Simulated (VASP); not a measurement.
# ZnS (F-43m) in VASP: notebook, part 2 of 2

VASP 6.6.1. Earlier steps stand in the parts before.

## 3. Single point, PBE

File INCAR:

```
ALGO     = Normal         # electronic algorithm
EDIFF    = 1E-6           # SCF threshold, eV
ENCUT    = 500            # plane-wave cutoff, eV
GGA      = PE             # functional
GGA_COMPAT= False        
ISIF     = 2              # what is computed and relaxed
ISMEAR   = 0              # smearing method
LASPH    = True           # aspherical terms in the spheres
LCHARG   = True           # write CHGCAR
LELF     = True           # ELF
LREAL    = False          # projectors in reciprocal space
LVHAR    = True         
LWAVE    = False          # write WAVECAR
NBANDS   = 16             # bands
NELM     = 120            # most SCF steps
PREC     = Accurate       # precision mode
SIGMA    = 0.01           # smearing width, eV
```

File KPOINTS:

```
k-points
0
Gamma
  5 5 5
```

File POSCAR:

```
ZnS
1.0
    0.0000000000      2.6940955541      2.6940955541
    2.6940955541      0.0000000000      2.6940955541
    2.6940955541      2.6940955541      0.0000000000
Zn S
1 1
Direct
    0.2500000000      0.2500000000      0.2500000000
    0.0000000000      0.0000000000      0.0000000000
```

Potentials or basis: VASP PAW PBE potentials, release 64 (Zn, S).

Started as:

```bash
$ cat potpaw_PBE.64/Zn/POTCAR potpaw_PBE.64/S/POTCAR > POTCAR
$ mpirun -np 1 vasp_std > vasp.out
```

OUTCAR:

```text
EDIFF = 1E-6
   ENCUT = 500
   GGA = PE
   ISIF = 2
   ISMEAR = 0
   LASPH = True
   LREAL = False
   NELM = 120
   PREC = Accurate

 ion  position               nearest neighbor table
   1  0.250  0.250  0.250-   2 2.33   2 2.33   2 2.33   2 2.33
   2  0.000  0.000  0.000-   1 2.33   1 2.33   1 2.33   1 2.33

  LATTYP: Found a face centered cubic cell.
 ALAT       =     5.3881911082

  Lattice vectors:

 A1 = (   0.0000000000,   2.6940955541,   2.6940955541)
 A2 = (   2.6940955541,   0.0000000000,   2.6940955541)
 A3 = (   2.6940955541,   2.6940955541,   0.0000000000)

Analysis of symmetry for initial positions (statically):
=====================================================================
 Subroutine PRICEL returns:
 Original cell was already a primitive cell.

 Routine SETGRP: Setting up the symmetry group for a
 face centered cubic supercell.

 Subroutine GETGRP returns: Found 24 space group operations
 (whereof 24 operations were pure point group operations)
 out of a pool of 48 trial point group operations.

The static configuration has the point symmetry T_d .

Analysis of symmetry for dynamics (positions and initial velocities):
=====================================================================
 Subroutine PRICEL returns:
 Original cell was already a primitive cell.

 Routine SETGRP: Setting up the symmetry group for a
 face centered cubic supercell.

 Subroutine GETGRP returns: Found 24 space group operations
 (whereof 24 operations were pure point group operations)
 out of a pool of 48 trial point group operations.

The dynamic configuration has the point symmetry T_d .

 Subroutine INISYM returns: Found 24 space group operations
 (whereof 24 operations are pure point group operations),
 and found     1 'primitive' translations

----------------------------------------------------------------------------------------

                                     Primitive cell

  volume of cell :      39.1083

  direct lattice vectors                    reciprocal lattice vectors
     0.000000000  2.694095554  2.694095554    -0.185591042  0.185591042  0.185591042
     2.694095554  0.000000000  2.694095554     0.185591042 -0.185591042  0.185591042
     2.694095554  2.694095554  0.000000000     0.185591042  0.185591042 -0.185591042

  length of vectors
     3.810026471  3.810026471  3.810026471     0.321453113  0.321453113  0.321453113

  position of ions in fractional coordinates (direct lattice)
     0.250000000  0.250000000  0.250000000
     0.000000000  0.000000000  0.000000000

  ion indices of the primitive-cell ions
   primitive index   ion index
                 1           1
                 2           2

----------------------------------------------------------------------------------------

 KPOINTS: k-points

Automatic generation of k-mesh.
 Grid dimensions read from file:
 generate k-points for:    5    5    5

 Generating k-lattice:

  Cartesian coordinates                     Fractional coordinates (reciprocal lattice)
    -0.037118208  0.037118208  0.037118208     0.200000000  0.000000000  0.000000000
     0.037118208 -0.037118208  0.037118208     0.000000000  0.200000000  0.000000000
     0.037118208  0.037118208 -0.037118208     0.000000000  0.000000000  0.200000000

  Length of vectors
     0.064290623  0.064290623  0.064290623

  Shift w.r.t. Gamma in fractional coordinates (k-lattice)
     0.000000000  0.000000000  0.000000000

 Subroutine IBZKPT returns following result:
 ===========================================

 Found     10 irreducible k-points:

 Following reciprocal coordinates:
            Coordinates               Weight
  0.000000  0.000000  0.000000      1.000000
  0.200000  0.000000  0.000000      8.000000
  0.400000  0.000000  0.000000      8.000000
  0.200000  0.200000  0.000000      6.000000
  0.400000  0.200000  0.000000     24.000000
 -0.400000  0.200000  0.000000     24.000000
 -0.200000  0.200000  0.000000     12.000000
  0.400000  0.400000  0.000000      6.000000
 -0.400000  0.400000  0.000000     12.000000
 -0.400000  0.400000  0.200000     24.000000
   k-points           NKPTS =     10   k-points in BZ     NKDIM =     10   number of bands    NBANDS=     16
   number of dos      NEDOS =    301   number of ions     NIONS =      2
   total plane-waves  NPLWV =  21952
   dimension x,y,z NGX =    28 NGY =   28 NGZ =   28
   dimension x,y,z NGXF=    56 NGYF=   56 NGZF=   56
   ions per type =               1   1
   NGX,Y,Z   is equivalent  to a cutoff of  12.22, 12.22, 12.22 a.u.
   NGXF,Y,Z  is equivalent  to a cutoff of  24.43, 24.43, 24.43 a.u.
 SYSTEM =  unknown system
   PREC   = accura    normal or accurate (medium, high low for compatibility)
   ISTART =      0    job   : 0-new  1-cont  2-samecut
   ICHARG =      2    charge: 1-file 2-atom 10-const
   ISPIN  =      1    spin polarized calculation?
   LNONCOLLINEAR =      F non collinear calculations
   LSORBIT =      F    spin-orbit coupling
   LASPH  =      T    aspherical Exc in radial PAW
   ENCUT  =  500.0 eV  36.75 Ry    6.06 a.u.   6.95  6.95  6.95*2*pi/ulx,y,z
   NELM   =    120;   NELMIN=  2; NELMDL= -5     # of ELM steps
   EDIFF  = 0.1E-05   stopping-criterion for ELM
   LREAL  =      F    real-space projection
   EDIFFG = 0.1E-04   stopping-criterion for IOM
   NSW    =      0    number of steps for IOM
   IBRION =     -1    ionic relax: 0-MD 1-quasi-New 2-CG
   NFREE  =      0    steps in history (QN), initial steepest desc. (CG)
   ISIF   =      2    stress and relaxation
   ISYM   =      2    0-nonsym 1-usesym 2-fastsym
   POTIM  = 0.5000    time-step for ionic-motion
   TEBEG  =    0.0;   TEEND  =   0.0 temperature during run
   PSTRESS=    0.0 pullay stress
   NELECT =      18.0000    total number of electrons
   NUPDOWN=      -1.0000    fix difference up-down
   EMIN   =  10.00;   EMAX   =-10.00  energy-range for DOS
   EFERMI =   0.00;   METHOD = LEGACY
   ISMEAR =     0;   SIGMA  =   0.01  broadening in eV -4-tet -1-fermi 0-gaus
   EFERMI_NEDOS =   21; number of points for ismear=-14 and -15
   IALGO  =     38    algorithm
   IMIX   =      4    mixing-type and parameters
     AMIX     =   0.40;   BMIX     =  1.00
     AMIX_MAG =   1.60;   BMIX_MAG =  1.00
  volume/ion in A,a.u.               =      19.55       131.96
  Fermi-wavevector in a.u.,A,eV,Ry     =   1.263987  2.388589 21.737533  1.597664
  Thomas-Fermi vector in A             =   2.397316
   LORBIT       =      0    0 simple, 1 ext, 2 COOP (PROOUT), +10 PAW based schemes
   GGA     = PE    functional components
   LHFCALC =     F    Hartree Fock is set to
   AEXX    =    0.0000 exact exchange contribution
   IVDW    =     0    specifies the selected vdW correction
   LEPSILON=     F    determine dielectric tensor
   LRPA    =     F    only Hartree local field effects (RPA)
 non-spin polarized calculation
 Gauss-broadening in eV      SIGMA  =   0.01
  energy-cutoff  :      500.00
  volume of cell :       39.11
 maximum number of plane-waves:      1006
   NGX = 13   NGY = 13   NGZ = 13

 number of electron      18.0000006 magnetization

 Free energy of the ion-electron system (eV)
  ---------------------------------------------------
  ext. energy  EPLUGINS =         0.00000000
  ---------------------------------------------------
  free energy    TOTEN  =        -6.83085756 eV

  energy without entropy =       -6.83085756  energy(sigma->0) =       -6.83085756

 E-fermi :   2.2854     XC(G=0):  -9.6685

 val. band max:        2.1971748090   @ k =   0.0000   0.0000   0.0000
 cond. band min:       4.3469217518   @ k =   0.0000   0.0000   0.0000
 fundamental gap:      2.1497469428
 Fermi energy:         2.2854379395

 k-point     1 :       0.0000    0.0000    0.0000
  band No.  band energies     occupation
      1     -11.0046      2.00000
      2      -4.1840      2.00000
      3      -4.1840      2.00000
      4      -4.1840      2.00000
      5      -3.6762      2.00000
      6      -3.6762      2.00000
[... 8 lines left out ...]
     15      13.9664      0.00000
     16      14.1133      0.00000
[... 153 lines left out ...]
 k-point    10 :      -0.4000    0.4000    0.2000
  band No.  band energies     occupation
      1      -9.8269      2.00000
      2      -4.0614      2.00000
      3      -3.9527      2.00000
      4      -3.7879      2.00000
      5      -3.6611      2.00000
      6      -3.4397      2.00000
[... 8 lines left out ...]
     15      15.5752      0.00000
     16      17.7184      0.00000

------------------------ aborting loop because EDIFF is reached ----------------------------------------

  FORCE on cell =-STRESS in cart. coord.  units (eV):
  Direction    XX          YY          ZZ          XY          YZ          ZX
  --------------------------------------------------------------------------------------
  -------------------------------------------------------------------------------------
  Total        0.6150364      0.6150364      0.6150364     -0.0000000     -0.0000000      0.0000000
  in kB       25.1966282     25.1966282     25.1966282     -0.0000000     -0.0000000      0.0000000
  external PRESSURE =      25.1966282 kB  Pullay stress =       0.0000000 kB

 VOLUME and BASIS-vectors are now :
 -----------------------------------------------------------------------------
  energy-cutoff  :      500.00
  volume of cell :       39.11
      direct lattice vectors                 reciprocal lattice vectors
     0.000000000  2.694095554  2.694095554    -0.185591042  0.185591042  0.185591042
     2.694095554  0.000000000  2.694095554     0.185591042 -0.185591042  0.185591042
     2.694095554  2.694095554  0.000000000     0.185591042  0.185591042 -0.185591042

 POSITION                                       TOTAL-FORCE (eV/Angst)
 -----------------------------------------------------------------------------------
      1.34705      1.34705      1.34705        -0.000000     -0.000000     -0.000000
      0.00000      0.00000      0.00000         0.000000      0.000000      0.000000
 -----------------------------------------------------------------------------------
    total drift:                               -0.000001     -0.000001     -0.000001

  FREE ENERGIE OF THE ION-ELECTRON SYSTEM (eV)
  ---------------------------------------------------
  free  energy   TOTEN  =        -6.8308575564 eV

  energy  without entropy=       -6.8308575564  energy(sigma->0) =       -6.83085756
```

Run time: 7.2 s. Hardware: 1 thread of Intel Xeon Platinum 8559C (Emerald Rapids), shared host; peak memory 0.15 GiB.

Results:

* Free energy: -6.8309 eV
* Pressure: 2.5 GPa
* Band gap on the k mesh: 2.15 eV, direct

## 4. Single point, PBE

File INCAR:

```
PREC = Accurate
ENCUT = 500
EDIFF = 1E-6
ISMEAR = 1
SIGMA = 0.2
LREAL = False
LASPH = True
NELM = 120
ALGO = Normal
ISIF = 2
LWAVE = False
LCHARG = False
GGA = PE
NBANDS = 16
GGA_COMPAT = False
```

File KPOINTS:

```
regular mesh
0
Gamma
  6 6 6
```

POSCAR is that of step 3.

Started as:

```bash
$ cat potpaw_PBE.64/Zn/POTCAR potpaw_PBE.64/S/POTCAR > POTCAR
$ mpirun -np 1 vasp_std > vasp.out
```

Wall time 6.1 s (1 thread of Intel Xeon Platinum 8559C (Emerald Rapids), shared host); peak memory 0.15 GiB.

Results (log left out):

- Free energy: -6.8391 eV
- Pressure: 2.5 GPa
- Band gap on the k mesh: 2.15 eV, direct

Levels at points of the mesh, in eV from the valence-band top:
| k point | band 6 | band 7 | band 8 | band 9 | band 10 | band 11 | band 12 | band 13 |
| --- | --- | --- | --- | --- | --- | --- | --- | --- |
| (0.00, 0.00, 0.00) | -5.87 | 0.00 | 0.00 | 0.00 | 2.15 | 6.39 | 6.39 | 6.39 |
| (0.50, 0.00, 0.00) | -5.66 | -5.35 | -0.88 | -0.88 | 3.33 | 6.92 | 6.92 | 8.91 |
| (0.50, 0.50, 0.00) | -5.65 | -4.59 | -2.25 | -2.25 | 3.39 | 4.07 | 11.04 | 12.03 |

## 5. Single point, PBE

File INCAR:

```
PREC = Accurate ; ENCUT = 500
EDIFF = 1E-6 ; ISMEAR = 0
SIGMA = 0.01 ; LREAL = False
LASPH = True ; NELM = 120
ALGO = Normal ; ISIF = 2
LWAVE = False ; LCHARG = False
GGA = PE ; NBANDS = 16
GGA_COMPAT = False
```

KPOINTS is that of step 4.

POSCAR is that of step 4.

Potentials or basis: VASP PAW PBE potentials, release 64 (Zn, S).

Started as:

```bash
$ cat potpaw_PBE.64/Zn/POTCAR potpaw_PBE.64/S/POTCAR > POTCAR
$ mpirun -np 1 vasp_std > vasp.out
```

OUTCAR:

```text
PREC = Accurate
   ENCUT = 500
   EDIFF = 1E-6
   ISMEAR = 0
   LREAL = False
   LASPH = True
   NELM = 120
   ISIF = 2
   GGA = PE

 ion  position               nearest neighbor table
   1  0.250  0.250  0.250-   2 2.33   2 2.33   2 2.33   2 2.33
   2  0.000  0.000  0.000-   1 2.33   1 2.33   1 2.33   1 2.33

  LATTYP: Found a face centered cubic cell.
 ALAT       =     5.3881911082

  Lattice vectors:

 A1 = (   0.0000000000,   2.6940955541,   2.6940955541)
[... 478 lines left out ...]

------------------------ aborting loop because EDIFF is reached ----------------------------------------

  FORCE on cell =-STRESS in cart. coord.  units (eV):
  Direction    XX          YY          ZZ          XY          YZ          ZX
  --------------------------------------------------------------------------------------
  -------------------------------------------------------------------------------------
  Total        0.6017233      0.6017233      0.6017233      0.0000000      0.0000000      0.0000000
  in kB       24.6512210     24.6512210     24.6512210      0.0000000      0.0000000      0.0000000
  external PRESSURE =      24.6512210 kB  Pullay stress =       0.0000000 kB

 VOLUME and BASIS-vectors are now :
 -----------------------------------------------------------------------------
  energy-cutoff  :      500.00
  volume of cell :       39.11
      direct lattice vectors                 reciprocal lattice vectors
     0.000000000  2.694095554  2.694095554    -0.185591042  0.185591042  0.185591042
     2.694095554  0.000000000  2.694095554     0.185591042 -0.185591042  0.185591042
     2.694095554  2.694095554  0.000000000     0.185591042  0.185591042 -0.185591042

 POSITION                                       TOTAL-FORCE (eV/Angst)
 -----------------------------------------------------------------------------------
      1.34705      1.34705      1.34705        -0.000000     -0.000000     -0.000000
      0.00000      0.00000      0.00000         0.000000      0.000000      0.000000
 -----------------------------------------------------------------------------------
    total drift:                               -0.000001     -0.000001     -0.000001

  FREE ENERGIE OF THE ION-ELECTRON SYSTEM (eV)
  ---------------------------------------------------
  free  energy   TOTEN  =        -6.8393360266 eV

  energy  without entropy=       -6.8393360266  energy(sigma->0) =       -6.83933603
```

It took 8.5 s on 1 thread of Intel Xeon Platinum 8559C (Emerald Rapids), shared host; peak memory 0.15 GiB.

Results:

| Property | Result |
| --- | --- |
| Free energy | -6.8393 eV |
| Pressure | 2.5 GPa |
| Band gap on the k mesh | 2.15 eV, direct |

## 6. Single point, PBE

File INCAR:

```
SYSTEM = ZnS
ALGO     = Normal         ! electronic algorithm
EDIFF    = 1E-6           ! SCF threshold, eV
ENCUT    = 500            ! plane-wave cutoff, eV
GGA      = PE             ! functional
GGA_COMPAT= .FALSE.      
ISIF     = 2              ! what is computed and relaxed
ISMEAR   = 0              ! smearing method
ISYM     = 0            
LASPH    = .TRUE.         ! aspherical terms in the spheres
LCHARG   = .FALSE.        ! write CHGCAR
LREAL    = .FALSE.        ! projectors in reciprocal space
LWAVE    = .FALSE.        ! write WAVECAR
NBANDS   = 16             ! bands
NELM     = 120            ! most SCF steps
PREC     = Accurate       ! precision mode
SIGMA    = 0.01           ! smearing width, eV
```

File KPOINTS:

```
k-points
0
G
  6 6 6
  0 0 0
```

POSCAR is that of step 5.

Potentials or basis: VASP PAW PBE potentials, release 64 (Zn, S).

Started as:

```bash
$ cat potpaw_PBE.64/Zn/POTCAR potpaw_PBE.64/S/POTCAR > POTCAR
$ mpirun -np 1 vasp_std > vasp.out
```

Wall time 27 s (1 thread of Intel Xeon Platinum 8559C (Emerald Rapids), shared host); peak memory 0.19 GiB.

Results (log left out):

```yaml
Free_energy: -6.8393 eV
Pressure: 2.5 GPa
Band_gap_on_the_k_mesh: 2.15 eV, direct
```

Levels at points of the mesh, in eV from the valence-band top:
| k point | band 5 | band 6 | band 7 | band 8 | band 9 | band 10 | band 11 | band 12 | band 13 | band 14 |
| --- | --- | --- | --- | --- | --- | --- | --- | --- | --- | --- |
| (0.00, 0.00, 0.00) | -5.87 | -5.87 | 0.00 | 0.00 | 0.00 | 2.15 | 6.39 | 6.39 | 6.39 | 11.77 |
| (0.50, 0.00, 0.00) | -5.84 | -5.66 | -5.35 | -0.88 | -0.88 | 3.33 | 6.92 | 6.92 | 8.91 | 12.21 |
| (0.00, 0.50, 0.00) | -5.84 | -5.66 | -5.35 | -0.88 | -0.88 | 3.33 | 6.92 | 6.92 | 8.91 | 12.21 |
| (0.00, 0.00, 0.50) | -5.84 | -5.66 | -5.35 | -0.88 | -0.88 | 3.33 | 6.92 | 6.92 | 8.91 | 12.21 |
| (0.50, 0.50, 0.50) | -5.84 | -5.66 | -5.35 | -0.88 | -0.88 | 3.33 | 6.92 | 6.92 | 8.91 | 12.21 |
| (0.50, 0.50, 0.00) | -5.79 | -5.65 | -4.59 | -2.25 | -2.25 | 3.38 | 4.07 | 11.04 | 12.03 | 12.03 |
| (0.00, 0.50, 0.50) | -5.79 | -5.65 | -4.59 | -2.25 | -2.25 | 3.38 | 4.07 | 11.04 | 12.03 | 12.03 |
| (0.50, 0.00, 0.50) | -5.79 | -5.65 | -4.59 | -2.25 | -2.25 | 3.38 | 4.07 | 11.04 | 12.03 | 12.03 |

## 7. Summary

| k mesh | smearing | gap on the mesh (eV) | pressure (GPa) |
| --- | --- | --- | --- |
| 2 × 2 × 2 | gaussian 0.01 eV | 2.04 | 8.4 |
| 5 × 5 × 5 | gaussian 0.01 eV | 2.15 | 2.5 |
| 6 × 6 × 6 | methfessel-paxton 0.2 eV | 2.15 | 2.5 |
| 6 × 6 × 6 | gaussian 0.01 eV | 2.15 | 2.5 |

Alike in all rows: task single point; level PBE; potentials or basis VASP PAW PBE potentials, release 64 (Zn, S); no spin polarisation; cell as given; cutoff (eV) 500.

Caveats: some runs use coarse meshes.

Total energies depend on the potentials used, so only differences within one code and one set of settings carry meaning.

## 8. Comparison with measurements

Step 3. Against the measured gap of ZnS, 3.85 eV (direct; 19 K; quoted in “Electronic, vibrational, and thermodynamic properties of ZnS (zincblende and rocksalt structure)”, 2009, arxiv:0911.5022), the calculated 2.15 eV is off by -1.70 eV. The value is that of PBE, without temperature or zero-point motion. Semilocal functionals fall short of measured gaps as a rule.

Step 4. Measured gap of ZnS: 3.85 eV (direct; 19 K; quoted in “Electronic, vibrational, and thermodynamic properties of ZnS (zincblende and rocksalt structure)”, 2009, arxiv:0911.5022). This calculation gives 2.15 eV (-1.70 eV). The value is that of PBE, without temperature or zero-point motion. Semilocal functionals fall short of measured gaps as a rule.

Step 5. A measured gap of ZnS is 3.85 eV (direct; 19 K; quoted in “Electronic, vibrational, and thermodynamic properties of ZnS (zincblende and rocksalt structure)”, 2009, arxiv:0911.5022); the calculated 2.15 eV misses it by -1.70 eV. The value is that of PBE, without temperature or zero-point motion. Semilocal functionals fall short of measured gaps as a rule.

Step 6. Measured gap of ZnS: 3.85 eV (direct; 19 K; quoted in “Electronic, vibrational, and thermodynamic properties of ZnS (zincblende and rocksalt structure)”, 2009, arxiv:0911.5022). This calculation gives 2.15 eV (-1.70 eV). The value is that of PBE, without temperature or zero-point motion. Semilocal functionals fall short of measured gaps as a rule.
